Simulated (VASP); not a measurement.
## KPt: relaxation of cell and atoms with r2SCAN

Crystal: KPt.

```
Pt K
1.0
     3.00085    0.00000    0.00000
    -1.50042    2.59881    0.00000
     0.00000    0.00000    5.34558
Pt K
1 1
Direct
  0.66667 0.33333 0.00000
  0.00000 0.00000 0.50000
```

| Item | Value |
| --- | --- |
| Program | VASP 6.6.1 |
| Task | relaxation of cell and atoms |
| Functional | r2SCAN |
| Potentials or basis | VASP PAW PBE potentials, release 64 (Pt, K_sv) |
| Cutoff | 600 eV |
| k mesh | 10 × 10 × 5 |
| Occupations | fermi-dirac, width 0.05 eV |
| Spin | no spin polarisation |
| Target pressure | 20 GPa |
| Dipole correction | no |
| Further INCAR settings | ALGO = Normal; EDIFF = 1e-07; IBRION = 2; EDIFFG = -0.01; NSW = 60; ISIF = 3 |

```yaml
Relaxed_volume: 16.95 Å³/atom
Relaxed_cell: a = 2.788 Å, b = 2.788 Å, c = 5.036 Å, α = 90.00°, β = 90.00°, γ = 120.00°
Space_group_after_relaxing_to_0.1_Å: P-6m2 (No. 187)
Energy_change_on_relaxing_the_run_minimises_the_enthalpy: +167.1 meV/atom
Ionic_steps: 9
Pressure_after_relaxing: 20.0 GPa
Band_gap_on_the_k_mesh: zero (an odd number of electrons rules out a gap without spin polarisation)
```

Step by step:
| step | energy change (eV) | largest force (eV/Å) | pressure (GPa) | volume (Å³) |
| --- | --- | --- | --- | --- |
| 1 | 0.0000 | 0.0000 | -1.92 | 41.69 |
| 2 | 2.4471 | 0.0000 | 87.66 | 26.74 |
| 3 | 0.2885 | 0.0000 | 18.07 | 34.31 |
| 4 | 0.3225 | 0.0000 | 19.43 | 34.01 |
| 5 | 0.3402 | 0.0000 | 20.12 | 33.87 |
| 6 | 0.3400 | 0.0000 | 20.24 | 33.86 |
| 7 | 0.3400 | 0.0000 | 20.24 | 33.86 |
| 8 | 0.3264 | 0.0000 | 19.70 | 33.97 |
| 9 | 0.3342 | 0.0000 | 20.02 | 33.90 |

Final structure:
```
Pt K
1.0
     2.78817    0.00000    0.00000
    -1.39409    2.41463    0.00000
     0.00000    0.00000    5.03594
Pt K
1 1
Direct
  0.66667 0.33333 0.00000
  0.00000 0.00000 0.50000
```

Levels at points of the mesh, in eV from the Fermi level:
| k point | band 6 | band 7 | band 8 | band 9 | band 10 | band 11 | band 12 | band 13 |
| --- | --- | --- | --- | --- | --- | --- | --- | --- |
| (0.00, 0.00, 0.00) | -4.49 | -3.41 | -3.41 | -1.48 | -1.48 | 1.87 | 2.19 | 5.54 |
| (0.50, 0.00, 0.00) | -4.78 | -3.11 | -2.27 | 0.08 | 0.21 | 1.25 | 1.90 | 4.92 |

Wall time 12 min on 1 thread of AMD EPYC 7R13 Processor (Zen 3), on a shared host, peak memory 0.18 GiB.

Caveat: the cell is relaxed towards a set pressure, so the run minimises the enthalpy, not the energy; the volume moved by over 15 % at a fixed basis, so the end points are rough; the PAW data sets were made with another functional, which shifts forces and pressure a little; spin-orbit coupling is left out, which moves the levels of the heavy elements.
